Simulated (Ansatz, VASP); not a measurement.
One calculation of CaO, two programs

```xyz
2
Lattice="0.0000 2.4535 2.4535 2.4535 0.0000 2.4535 2.4535 2.4535 0.0000" Properties=species:S:1:pos:R:3 pbc="T T T"
Ca    0.0000    0.0000    0.0000
O     2.4535    2.4535    2.4535
```

Alike in both runs: task single point; functional PBEsol; k mesh 6 × 6 × 6; occupations gaussian, width 0.1 eV; no spin polarisation.

|  | VASP | Ansatz |
| --- | --- | --- |
| version | VASP 6.6.1 | Ansatz 0.2.0 |
| potentials or method | VASP PAW PBE potentials, release 64 (Ca_sv, O), cutoff 600 eV | scalar-relativistic, plane waves, PAW |
| valence electrons in the cell | 16 | 16 |

|  | VASP | Ansatz | Ansatz less VASP |
| --- | --- | --- | --- |
| gap on the k mesh at the Fermi level (eV) | 3.55 | 3.57 | +0.017 |
| least direct gap on the mesh (eV) | 3.94 | 3.96 | +0.017 |
| pressure (GPa) | -7.9 | -8.3 | -0.37 |

VASP's potentials were made for PBE, not for PBEsol. The functional is the same, so the differences come from potentials, cutoffs and numerics.
